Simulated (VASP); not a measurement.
Here is a VASP 6.6.1 calculation.

INCAR

```
SYSTEM = TiB2
PREC = Accurate ; ENCUT = 520
EDIFF = 1E-8 ; ISMEAR = -1
SIGMA = 0.08 ; LREAL = .FALSE.
LASPH = .TRUE. ; NELM = 100
ALGO = Normal ; ISIF = 2
LWAVE = .FALSE. ; LCHARG = .FALSE.
GGA = PE ; LEFG = .TRUE.
NBANDS = 16
```

KPOINTS

```
Automatic mesh
0
G
  15 15 13
  0 0 0
```

POSCAR

```
TiB2
1.0
    3.0291982016      0.0000000000      0.0000000000
   -1.5145991008      2.6233625957      0.0000000000
    0.0000000000      0.0000000000      3.1315480000
Ti B
1 2
Direct
    0.0000000000      0.0000000000      0.0000000000
    0.3333333333      0.6666666667      0.5000000000
    0.6666666667      0.3333333333      0.5000000000
```

Potentials or basis: VASP PAW PBE potentials, release 64 (Ti_sv, B).

Run with:

```console
$ cat potpaw_PBE.64/Ti_sv/POTCAR potpaw_PBE.64/B/POTCAR > POTCAR
$ mpirun -np 1 vasp_std > vasp.out
```

**Question.** Predict the band gap on the k mesh.

**Answer.** Zero (band 9 reaches 10.82 eV, above the bottom of band 10 at 9.98 eV).

**Question.** What does it give for the pressure?

**Answer.** 7.6 GPa.

Electric field gradients, principal values (V/Å²):
```
atom   least  middle  greatest (by size)
1 Ti  -6.805  -6.808              13.613
 2 B  -1.675  -1.675               3.350
 3 B  -1.675  -1.675               3.350
```

Caveat: the cell differs from its parent crystal (zz strain of -3 %); without QUAD_EFG the Cq values of the log hold for a quadrupole moment of 1 mb, not for the nuclei.
